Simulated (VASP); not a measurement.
Input of a VASP 6.6.1 run:

File POSCAR:

```
SnTe
1.0
    0.0000000000      3.2212236489      3.2212236489
    3.2212236489      0.0000000000      3.2212236489
    3.2212236489      3.2212236489      0.0000000000
Sn Te
1 1
Direct
    0.0000000000      0.0000000000      0.0000000000
    0.5000000000      0.5000000000      0.5000000000
```

File INCAR.step1:

```
ALGO = Normal ; EDIFF = 1E-4
ENCUT = 520 ; GGA = PE
ISMEAR = -1 ; LASPH = T
LCHARG = F ; LREAL = F
LWAVE = T ; NBANDS = 17
NELM = 60 ; PREC = Accurate
SIGMA = 0.02
```

The input INCAR.step2:

```
ALGO = Normal ; EDIFF = 1E-7
ENCUT = 520 ; ISIF = 2
ISMEAR = -1 ; ISTART = 1
LASPH = T ; LCHARG = F
LMIXTAU = T ; LREAL = F
LWAVE = F ; METAGGA = R2SCAN
NBANDS = 17 ; NELM = 60
PREC = Accurate ; SIGMA = 0.02
```

KPOINTS

```
k-points
0
Gamma
  8 8 8
```

Potentials or basis: VASP PAW PBE potentials, release 64 (Sn_d, Te).

The run is started by

```sh
$ cat potpaw_PBE.64/Sn_d/POTCAR potpaw_PBE.64/Te/POTCAR > POTCAR
$ cp INCAR.step1 INCAR
$ mpirun -np 1 vasp_std > vasp.out
$ cp INCAR.step2 INCAR
$ mpirun -np 1 vasp_std > vasp.out
```

What does it give for the band gap on the k mesh?

0.23 eV.

Predict the pressure.

-1.3 GPa.

Caveat: the cell differs from its parent crystal (strain +1.0%); the PAW data sets were made with another functional, which shifts forces and pressure a little; spin-orbit coupling is left out, which moves the levels of the heavy elements. A k mesh can miss the band edges.
